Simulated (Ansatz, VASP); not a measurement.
# SiC in VASP and in Ansatz

File INCAR:

```
SYSTEM = SiC
ALGO     = Normal         ! electronic algorithm
EDIFF    = 1E-6           ! SCF threshold, eV
ENCUT    = 520            ! plane-wave cutoff, eV
GGA      = PS             ! functional
ISIF     = 2              ! what is computed and relaxed
ISMEAR   = 0              ! smearing method
LASPH    = .TRUE.         ! aspherical terms in the spheres
LCHARG   = .FALSE.        ! write CHGCAR
LREAL    = .FALSE.        ! projectors in reciprocal space
LWAVE    = .FALSE.        ! write WAVECAR
NBANDS   = 11             ! bands
NELM     = 80             ! most SCF steps
PREC     = Accurate       ! precision mode
SIGMA    = 0.05           ! smearing width, eV
```

Contents of KPOINTS:

```
k-points
0
G
  12 12 12
  0 0 0
```

File POSCAR:

```
SiC
1.0
    0.0000000000      2.1707947984      2.1707947984
    2.1707947984      0.0000000000      2.1707947984
    2.1421403070      2.1421403070      0.0286544913
Si C
1 1
Direct
    0.0000000000      0.0000000000      0.0000000000
    0.7500000000      0.7500000000      0.7500000000
```

Input for Ansatz:

```yaml
crystal:
  lattice:
    - [0.0, 2.1707947984, 2.1707947984]
    - [2.1707947984, 0.0, 2.1707947984]
    - [2.142140307, 2.142140307, 0.0286544913]
  atoms:
    - { symbol: Si, position: [0.0, 0.0, 0.0] }
    - { symbol: C, position: [0.75, 0.75, 0.75] }
basis:
  ecutwfc: 520.0
kpoints:
  mp_grid: { grid: [12, 12, 12] }
hamiltonian:
  xc: pbesol
  pseudopotentials: { kind: paw, azcp: { folder: soft_1 } }
scf:
  occupations: { method: gaussian, width: 0.05 }
output:
  forces: true
  stress: true
  eigenvalues: true
```

Alike in both runs: task single point; functional PBEsol; k mesh 12 × 12 × 12; occupations gaussian, width 0.05 eV; no spin polarisation.

|  | VASP | Ansatz |
| --- | --- | --- |
| version | VASP 6.6.1 | Ansatz 0.2.0 |
| potentials or method | VASP PAW PBE potentials, release 64 (Si, C), cutoff 520 eV | scalar-relativistic, plane waves, PAW |
| valence electrons in the cell | 8 | 8 |

Ansatz gave:

* gap on the k mesh at the Fermi level (eV): 1.13
* least direct gap on the mesh (eV): 4.37
* pressure (GPa): 7.3
* traceless stress, the component that is largest in VASP (GPa): 4.00
* rms of the force components (eV/Å): 0.149

Problem. Which values does VASP return?

Solution. gap on the k mesh at the Fermi level (eV): 1.12; least direct gap on the mesh (eV): 4.36; pressure (GPa): 7.7; traceless stress, the component that is largest in VASP (GPa): 4.02; rms of the force components (eV/Å): 0.150.

VASP's potentials were made for PBE, not for PBEsol, and Ansatz warns of the same on its side. Atom by atom the forces differ by 0.001 eV/Å (rms over components).
